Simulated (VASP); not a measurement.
# Sc12F (a cell with a defect) in VASP: further runs

The runs below take Sc12F (a cell with a defect) through relaxation of the atoms, single point, with PBE.

Program: VASP 6.6.1. These are calculated values, not measurements. Logs are shortened: lines on timing, memory, paths and dates and some standing lists are left out, and cuts for length are marked.

## (1) The cell of the first run

The cell holds a defect, 13 atoms: a = 6.620 Å, b = 9.930 Å, c = 5.276 Å, α = 90.00°, β = 90.00°, γ = 120.00°.

## (2) Relaxation of the atoms, PBE

Contents of INCAR:

```
SYSTEM = Sc12F
  PREC = Accurate
  ENCUT = 520
  EDIFF = 1E-7
  ISMEAR = 0
  SIGMA = 0.05
  LREAL = .False.
  LASPH = .True.
  NELM = 100
  ALGO = Normal
  ISIF = 2
  LWAVE = .False.
  LCHARG = .False.
  GGA = PE
  IBRION = 2
  NSW = 80
  EDIFFG = -0.03
  KPAR = 4
```

Contents of KPOINTS:

```
regular mesh
0
Gamma
  3 2 3
  0 0 0
```

Contents of POSCAR:

```
Sc12F
1.0
    6.6200000000      0.0000000000      0.0000000000
   -4.9650000000      8.5996320000      0.0000000000
    0.0000000000      0.0000000000      5.2761400000
Sc F
12 1
Direct
    0.0000000000      0.0000000000      0.0000000000
    0.1666667000      0.2222222000      0.5000000000
    0.0000000000      0.3333333000      0.0000000000
    0.1666667000      0.5555556000      0.5000000000
    0.0000000000      0.6666667000      0.0000000000
    0.1666667000      0.8888889000      0.5000000000
    0.5000000000      0.0000000000      0.0000000000
    0.6666667000      0.2222222000      0.5000000000
    0.5000000000      0.3333333000      0.0000000000
    0.6666667000      0.5555556000      0.5000000000
    0.5000000000      0.6666667000      0.0000000000
    0.6666667000      0.8888889000      0.5000000000
    0.3431372000      0.1190420000      0.7520854000
```

Potentials or basis: VASP PAW PBE potentials, release 64 (Sc_sv, F).

The run is started by

```bash
cat potpaw_PBE.64/Sc_sv/POTCAR potpaw_PBE.64/F/POTCAR > POTCAR
mpirun -np 4 vasp_std > vasp.out
```

OUTCAR:

```text
SYSTEM = Sc12F
   PREC = Accurate
   ENCUT = 520
   EDIFF = 1E-7
   ISMEAR = 0
   LREAL = .False.
   LASPH = .True.
   NELM = 100
   ISIF = 2
   GGA = PE
   IBRION = 2
   NSW = 80
   EDIFFG = -0.03

 ion  position               nearest neighbor table
   1  0.000  0.000  0.000-  13 2.36   2 3.26   2 3.26  12 3.26  12 3.26   6 3.26   6 3.26   3 3.31
                             5 3.31   9 3.31  11 3.31   7 3.31   7 3.31
   2  0.167  0.222  0.500-  13 2.32   1 3.26   1 3.26   9 3.26   9 3.26   3 3.26   3 3.26   6 3.31
                            12 3.31   8 3.31   8 3.31  10 3.31   4 3.31
   3  0.000  0.333  0.000-   8 3.26   8 3.26   2 3.26   2 3.26   4 3.26   4 3.26   1 3.31   7 3.31
                             9 3.31   9 3.31  11 3.31   5 3.31
   4  0.167  0.556  0.500-  11 3.26  11 3.26   5 3.26   5 3.26   3 3.26   3 3.26   6 3.31  12 3.31
                            10 3.31  10 3.31   8 3.31   2 3.31
   5  0.000  0.667  0.000-   6 3.26   6 3.26  10 3.26  10 3.26   4 3.26   4 3.26   1 3.31   7 3.31
                            11 3.31  11 3.31   9 3.31   3 3.31
   6  0.167  0.889  0.500-  13 2.38   5 3.26   5 3.26   7 3.26   7 3.26   1 3.26   1 3.26   2 3.31
                             4 3.31   8 3.31  10 3.31  12 3.31  12 3.31
   7  0.500  0.000  0.000-  13 2.33   8 3.26   8 3.26   6 3.26   6 3.26  12 3.26  12 3.26  11 3.31
                             9 3.31   3 3.31   5 3.31   1 3.31   1 3.31
   8  0.667  0.222  0.500-  13 2.28   7 3.26   7 3.26   3 3.26   3 3.26   9 3.26   9 3.26  12 3.31
                             6 3.31   2 3.31   2 3.31   4 3.31  10 3.31
   9  0.500  0.333  0.000-  13 2.26   2 3.26   2 3.26   8 3.26   8 3.26  10 3.26  10 3.26   7 3.31
                             1 3.31   3 3.31   3 3.31   5 3.31  11 3.31
  10  0.667  0.556  0.500-   5 3.26   5 3.26  11 3.26  11 3.26   9 3.26   9 3.26  12 3.31   6 3.31
                             4 3.31   4 3.31   2 3.31   8 3.31
  11  0.500  0.667  0.000-  12 3.26  12 3.26   4 3.26   4 3.26  10 3.26  10 3.26   7 3.31   1 3.31
                             5 3.31   5 3.31   3 3.31   9 3.31
  12  0.667  0.889  0.500-  11 3.26  11 3.26   1 3.26   1 3.26   7 3.26   7 3.26   8 3.31  10 3.31
                             2 3.31   4 3.31   6 3.31   6 3.31
  13  0.343  0.119  0.752-   9 2.26   8 2.28   2 2.32   7 2.33   1 2.36   6 2.38

  LATTYP: Found a simple monoclinic cell.
 ALAT       =     6.6200000000
 B/A-ratio  =     0.7970000000
 C/A-ratio  =     1.3228756170
 COS(beta)  =    -0.1889822420

  Lattice vectors:

 A1 = (   6.6200000000,   0.0000000000,   0.0000000000)
 A2 = (   0.0000000000,   0.0000000000,   5.2761400000)
 A3 = (  -1.6550000000,  -8.5996320000,   0.0000000000)

Analysis of symmetry for initial positions (statically):
=====================================================================
 Subroutine PRICEL returns:
 Original cell was already a primitive cell.

[... 162 lines left out ...]
   ISMEAR =     0;   SIGMA  =   0.05  broadening in eV -4-tet -1-fermi 0-gaus
   EFERMI_NEDOS =   21; number of points for ismear=-14 and -15
   IALGO  =     38    algorithm
   IMIX   =      4    mixing-type and parameters
     AMIX     =   0.40;   BMIX     =  1.00
     AMIX_MAG =   1.60;   BMIX_MAG =  1.00
  volume/ion in A,a.u.               =      23.11       155.92
  Fermi-wavevector in a.u.,A,eV,Ry     =   1.266276  2.392915 21.816328  1.603455
  Thomas-Fermi vector in A             =   2.399485
   LORBIT       =      0    0 simple, 1 ext, 2 COOP (PROOUT), +10 PAW based schemes
   GGA     = PE    functional components
   LHFCALC =     F    Hartree Fock is set to
   AEXX    =    0.0000 exact exchange contribution
   IVDW    =     0    specifies the selected vdW correction
   LEPSILON=     F    determine dielectric tensor
   LRPA    =     F    only Hartree local field effects (RPA)
 conjugate gradient relaxation of ions
 non-spin polarized calculation
 Gauss-broadening in eV      SIGMA  =   0.05
  energy-cutoff  :      520.00
  volume of cell :      300.37
 maximum number of plane-waves:      8103
 NGX is ok and might be reduce to    50
   NGX = 25   NGY = 37   NGZ = 19

--------------------------------------- Ionic step        1  -------------------------------------------

 number of electron     139.0000008 magnetization

 Free energy of the ion-electron system (eV)
  ---------------------------------------------------
  ext. energy  EPLUGINS =         0.00000000
  ---------------------------------------------------
  free energy    TOTEN  =       -81.36015650 eV

  energy without entropy =      -81.32937501  energy(sigma->0) =      -81.34476575

------------------------ aborting loop because EDIFF is reached ----------------------------------------

  FORCE on cell =-STRESS in cart. coord.  units (eV):
  Direction    XX          YY          ZZ          XY          YZ          ZX
  --------------------------------------------------------------------------------------
  -------------------------------------------------------------------------------------
  Total        0.5196007      0.4653638     -1.7356475     -0.0144533      0.2246616      0.0174946
  in kB        2.7715720      2.4822702     -9.2580163     -0.0770946      1.1983545      0.0933171
  external PRESSURE =      -1.3347247 kB  Pullay stress =       0.0000000 kB
[... 175 lines left out ...]
--------------------------------------- Ionic step        5  -------------------------------------------

 number of electron     139.0000012 magnetization

 Free energy of the ion-electron system (eV)
  ---------------------------------------------------
  ext. energy  EPLUGINS =         0.00000000
  ---------------------------------------------------
  free energy    TOTEN  =       -81.40891323 eV

  energy without entropy =      -81.37846735  energy(sigma->0) =      -81.39369029

 E-fermi :   3.7972     XC(G=0):  -9.9466

 val. band max:        3.7953912684   @ k =  -0.3333   0.5000   0.3333
 cond. band min:       3.8037909244   @ k =   0.0000   0.5000   0.3333
 fundamental gap:      0.0083996560
 Fermi energy:         3.7971902026

 k-point     1 :       0.0000    0.0000    0.0000
  band No.  band energies     occupation
      1     -45.6919      2.00000
      2     -45.6677      2.00000
      3     -45.6566      2.00000
      4     -45.6482      2.00000
      5     -45.6436      2.00000
      6     -45.6330      2.00000
[... 829 lines left out ...]
     80       4.8424      0.00000
     81       4.8600      0.00000
 [bands above 81 left out]

------------------------ aborting loop because EDIFF is reached ----------------------------------------

  FORCE on cell =-STRESS in cart. coord.  units (eV):
  Direction    XX          YY          ZZ          XY          YZ          ZX
  --------------------------------------------------------------------------------------
  -------------------------------------------------------------------------------------
  Total        0.1566644      0.1945876     -2.0111646     -0.0198724      0.1913173      0.0523455
  in kB        0.8356543      1.0379385    -10.7276361     -0.1060004      1.0204943      0.2792130
  external PRESSURE =      -2.9513477 kB  Pullay stress =       0.0000000 kB
[... 28 lines left out ...]
  FREE ENERGIE OF THE ION-ELECTRON SYSTEM (eV)
  ---------------------------------------------------
  free  energy   TOTEN  =       -81.4089132333 eV

  energy  without entropy=      -81.3784673488  energy(sigma->0) =      -81.39369029

 reached required accuracy - stopping structural energy minimisation
```

OSZICAR:

```text
N       E                     dE             d eps       ncg     rms          rms(c)
DAV:   1     0.325216925883E+04    0.32522E+04   -0.59225E+04  1668   0.178E+03
DAV:   2     0.239389947852E+03   -0.30128E+04   -0.29828E+04  2372   0.844E+02
DAV:   3    -0.645779504576E+02   -0.30397E+03   -0.29578E+03  2770   0.354E+02
[... 67 lines left out ...]
DAV:   7    -0.814089135552E+02    0.17868E-05   -0.69454E-05  2296   0.520E-02    0.932E-03
DAV:   8    -0.814089131466E+02    0.40862E-06   -0.12258E-05  2296   0.256E-02    0.583E-03
DAV:   9    -0.814089132274E+02   -0.80830E-07   -0.31737E-06  2280   0.143E-02    0.290E-03
DAV:  10    -0.814089132814E+02   -0.53960E-07   -0.12369E-06  2232   0.838E-03    0.153E-03
DAV:  11    -0.814089132333E+02    0.48063E-07   -0.41138E-07  1416   0.532E-03
   5 F= -.81408913E+02 E0= -.81393690E+02  d E =-.277391E-02
```

CONTCAR:

```text
Sc12F
   1.00000000000000
     6.6200000000000001    0.0000000000000000    0.0000000000000000
    -4.9649999999999999    8.5996319999999997    0.0000000000000000
     0.0000000000000000    0.0000000000000000    5.2761399999999998
  Sc              F
    12     1
Direct
     0.9949890726505303    0.9992351262684452    0.0035646470770910
     0.1638874094589830    0.2239570695501836    0.4972853046528740
     0.0013959453408219    0.3346340973763243    0.9991719099598146
     0.1659446076855665    0.5552223566860071    0.4976425082852165
     0.9987112055453818    0.6661622031047754    0.9994194345499684
     0.1644521640255506    0.8853982981365095    0.4958746254163644
     0.5041766645618992    0.9992965303220450    0.0031425414315719
     0.6730913183456120    0.2239939040848364    0.4964176496451803
     0.5038688206562856    0.3381138212137974    0.0053236737740057
     0.6691807705399472    0.5575734948556330    0.5008687291175662
     0.5013679580502269    0.6675744859620594    0.0020709584276399
     0.6666776068070190    0.8885111518268199    0.5009290747197330
     0.3353938563321794    0.1127028606125504    0.7503743429429728

  0.00000000E+00  0.00000000E+00  0.00000000E+00
  0.00000000E+00  0.00000000E+00  0.00000000E+00
  0.00000000E+00  0.00000000E+00  0.00000000E+00
  0.00000000E+00  0.00000000E+00  0.00000000E+00
  0.00000000E+00  0.00000000E+00  0.00000000E+00
  0.00000000E+00  0.00000000E+00  0.00000000E+00
  0.00000000E+00  0.00000000E+00  0.00000000E+00
  0.00000000E+00  0.00000000E+00  0.00000000E+00
  0.00000000E+00  0.00000000E+00  0.00000000E+00
  0.00000000E+00  0.00000000E+00  0.00000000E+00
  0.00000000E+00  0.00000000E+00  0.00000000E+00
  0.00000000E+00  0.00000000E+00  0.00000000E+00
  0.00000000E+00  0.00000000E+00  0.00000000E+00
```

Wall time 4.4 min (4 MPI ranks of AMD EPYC 9R45 (Zen 5), shared host); peak memory 0.52 GiB.

Results:

```yaml
Free_energy: -81.4089 eV
Energy_gained_by_relaxing: 3.8 meV/atom
Ionic_steps: 5
Pressure_after_relaxing: -0.3 GPa
Largest_force_after_relaxing: 0.028 eV/Å
Band_gap_on_the_k_mesh: zero (an odd number of electrons rules out a gap without spin polarisation)
```

Forces in eV/Å, atoms in the order of the input:
```
Sc  -0.002  0.005  0.008
Sc  -0.003  0.003 -0.001
Sc   0.001 -0.002 -0.009
Sc   0.002  0.005 -0.002
Sc   0.009  0.008 -0.009
Sc   0.004  0.005 -0.011
Sc   0.002  0.004  0.001
Sc   0.006 -0.002 -0.001
Sc  -0.002 -0.003  0.000
Sc  -0.001 -0.016  0.009
Sc  -0.002  0.011  0.007
Sc  -0.002  0.008  0.012
F   -0.011 -0.025 -0.003
```

The path:
```
step  energy change (eV)  largest force (eV/Å)  pressure (GPa)
   1              0.0000                0.4319           -0.13
   2             -0.0294                0.2346           -0.21
   3             -0.0460                0.0844           -0.28
   4             -0.0474                0.0662           -0.29
   5             -0.0488                0.0279           -0.30
```

Final structure:
```
CELL_PARAMETERS angstrom
6.62000 0.00000 0.00000
-4.96500 8.59963 0.00000
0.00000 0.00000 5.27614
ATOMIC_POSITIONS crystal
Sc 0.99499 0.99924 0.00356
Sc 0.16389 0.22396 0.49729
Sc 0.00140 0.33463 0.99917
Sc 0.16594 0.55522 0.49764
Sc 0.99871 0.66616 0.99942
Sc 0.16445 0.88540 0.49587
Sc 0.50418 0.99930 0.00314
Sc 0.67309 0.22399 0.49642
Sc 0.50387 0.33811 0.00532
Sc 0.66918 0.55757 0.50087
Sc 0.50137 0.66757 0.00207
Sc 0.66668 0.88851 0.50093
F 0.33539 0.11270 0.75037
```

Levels at points of the mesh, in eV from the Fermi level:
```
           k point  band 67  band 68  band 69  band 70  band 71  band 72
(0.00, 0.00, 0.00)    -0.45    -0.44    -0.36    -0.30    -0.23     0.00
(0.00, 0.50, 0.00)    -0.45    -0.37    -0.33    -0.31    -0.23    -0.08
```

Caveat: the k points lie up to 0.40 Å⁻¹ apart, too coarse for converged energies and pressures of a metal.

## (3) Relaxation of the atoms, PBE

Contents of INCAR:

```
PREC     = Accurate       # precision mode
ENCUT    = 520            # plane-wave cutoff, eV
EDIFF    = 1E-6           # SCF threshold, eV
ISMEAR   = 0              # smearing method
SIGMA    = 0.05           # smearing width, eV
LREAL    = False          # projectors in reciprocal space
LASPH    = True           # aspherical terms in the spheres
NELM     = 100            # most SCF steps
ALGO     = Normal         # electronic algorithm
ISIF     = 2              # what is computed and relaxed
LWAVE    = False          # write WAVECAR
LCHARG   = False          # write CHGCAR
GGA      = PE             # functional
IBRION   = 2              # ionic algorithm
NSW      = 80             # ionic steps
EDIFFG   = -0.03          # ionic threshold
KPAR     = 4
```

Contents of KPOINTS:

```
Automatic mesh
0
Gamma
  3 2 3
```

Contents of POSCAR:

```
Sc12F
1.0
    6.6200000000      0.0000000000      0.0000000000
   -4.9650000000      8.5996320000      0.0000000000
    0.0000000000      0.0000000000      5.2761400000
Sc F
12 1
Direct
    0.0000000000      0.0000000000      0.0000000000
    0.1666666700      0.2222222300      0.5000000000
    0.0000000100      0.3333333400      0.0000000000
    0.1666666800      0.5555555700      0.5000000000
    0.0000000200      0.6666666900      0.0000000000
    0.1666666900      0.8888889200      0.5000000000
    0.5000000000      0.0000000000      0.0000000000
    0.6666666700      0.2222222300      0.5000000000
    0.5000000100      0.3333333400      0.0000000000
    0.6666666800      0.5555555700      0.5000000000
    0.5000000200      0.6666666900      0.0000000000
    0.6666666900      0.8888889200      0.5000000000
    0.3321311400      0.1207648100      0.2371889100
```

Potentials or basis: VASP PAW PBE potentials, release 64 (Sc_sv, F).

The run is started by

```bash
cat potpaw_PBE.64/Sc_sv/POTCAR potpaw_PBE.64/F/POTCAR > POTCAR
mpirun -np 4 vasp_std > vasp.out
```

Wall time 6.4 min (4 MPI ranks of AMD EPYC 9R45 (Zen 5), shared host); peak memory 0.52 GiB.

Results (log left out):

* Free energy: -81.4090 eV
* Energy gained by relaxing: 5.3 meV/atom
* Ionic steps: 8
* Pressure after relaxing: -0.3 GPa
* Largest force after relaxing: 0.023 eV/Å
* Band gap on the k mesh: zero (an odd number of electrons rules out a gap without spin polarisation)

Forces on the atoms (eV/Å):
```
Sc  -0.004  0.003 -0.002
Sc  -0.001 -0.002  0.002
Sc   0.006 -0.005  0.004
Sc   0.001  0.011 -0.007
Sc   0.000  0.002  0.002
Sc  -0.001  0.006  0.005
Sc   0.002 -0.001 -0.003
Sc   0.001  0.000  0.008
Sc  -0.004  0.000  0.000
Sc  -0.012 -0.019 -0.004
Sc  -0.004  0.008 -0.007
Sc   0.006  0.007 -0.007
F    0.009 -0.008  0.009
```

Stress tensor (GPa, compression positive):
```
 0.08 -0.01 -0.03
-0.01  0.11 -0.10
-0.03 -0.10 -1.08
```

Step by step:
```csv
step,energy change (eV),largest force (eV/Å),pressure (GPa)
1,0.0000,0.5348,-0.09
2,-0.0406,0.3453,-0.19
3,-0.0625,0.1432,-0.28
4,-0.0626,0.1359,-0.28
5,-0.0653,0.1053,-0.29
6,-0.0680,0.0462,-0.30
7,-0.0681,0.0424,-0.30
8,-0.0685,0.0231,-0.30
```

Final structure:
```xyz
13
Lattice="6.6200 0.0000 0.0000 -4.9650 8.5996 0.0000 0.0000 0.0000 5.2761" Properties=species:S:1:pos:R:3 pbc="T T T"
Sc    1.6189    8.5945    5.2503
Sc   -0.0340    1.9286    2.6475
Sc   -1.6613    2.8798    0.0013
Sc   -1.6620    4.7736    2.6499
Sc    3.3026    5.7316    0.0021
Sc   -3.3126    7.6153    2.6572
Sc   -1.6307    8.5967    5.2556
Sc    3.3374    1.9264    2.6499
Sc    1.6507    2.9089    5.2429
Sc    1.6607    4.7974    2.6289
Sc    0.0011    5.7422    5.2615
Sc   -0.0074    7.6417    2.6270
F     1.6457    0.9658    1.3103
```

Levels at points of the mesh, in eV from the Fermi level:
```tsv
k point	band 67	band 68	band 69	band 70	band 71	band 72
(0.00, 0.00, 0.00)	-0.45	-0.44	-0.36	-0.30	-0.23	0.00
(0.00, 0.50, 0.00)	-0.45	-0.37	-0.33	-0.31	-0.23	-0.08
```

Caveat: the k points lie up to 0.40 Å⁻¹ apart, too coarse for converged energies and pressures of a metal.

(Continued in part 2 of 2.)
